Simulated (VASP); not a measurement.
Set up this calculation in VASP 6.6.1, as the native input.

| Item | Value |
| --- | --- |
| Task | single point |
| Functional | PBEsol |
| Potentials or basis | VASP PAW PBE potentials, release 64 (Hg, Pt, S) |
| Cutoff | 520 eV |
| k mesh | 6 × 6 × 4 |
| Occupations | fermi-dirac, width 0.03 eV |
| Spin | no spin polarisation |
| Dipole correction | no |
| Further INCAR settings | ALGO = Normal; EDIFF = 1e-07; NBANDS = 38 |

The structure of Hg2PtS4 lies in POSCAR:

```
Hg2PtS4
1.0
    8.2591805842     -1.8579077127      0.6868641897
    8.2591805842      1.8579077127      0.6868641897
   -3.0703968336      0.0000000000      4.7222200431
Hg Pt S
2 1 4
Direct
    0.4459983024      0.4459983024      0.4942274318
    1.0550203841      1.0550203841      1.1120202141
    0.2987064008      0.2987064008      0.6070921289
    0.6079024493      0.6079024493      0.8714096464
    0.1670092499      0.1670092499      0.6368539696
    0.4312206345      0.4312206345      0.0376741246
    0.7901167089      0.7901167089      0.3690724847
```

The input as run:

INCAR

```
  PREC = Accurate
  ENCUT = 520
  EDIFF = 1E-7
  ISMEAR = -1
  SIGMA = 0.03
  LREAL = F
  LASPH = T
  NELM = 80
  ALGO = Normal
  ISIF = 2
  LWAVE = F
  LCHARG = T
  GGA = PS
  LELF = T
  LVHAR = T
  NBANDS = 38
```

KPOINTS

```
Automatic mesh
0
Gamma
  6 6 4
```

Potentials or basis: VASP PAW PBE potentials, release 64 (Hg, Pt, S).

Command:

```bash
$ cat potpaw_PBE.64/Hg/POTCAR potpaw_PBE.64/Pt/POTCAR potpaw_PBE.64/S/POTCAR > POTCAR
$ mpirun -np 1 vasp_std > vasp.out
```

It gave:

The pressure is 0.3 GPa and the largest force is 0.068 eV/Å. The band gap on the k mesh is zero (bands 29 and 30 overlap by 1.10 eV).

Caveat: the PAW data sets were made with another functional, which shifts forces and pressure a little; spin-orbit coupling is left out, which moves the levels of the heavy elements.

Wall time 18 min on 1 thread of AMD EPYC 7R43 64-Core Processor (Zen 3), on a shared host, peak memory 0.52 GiB.
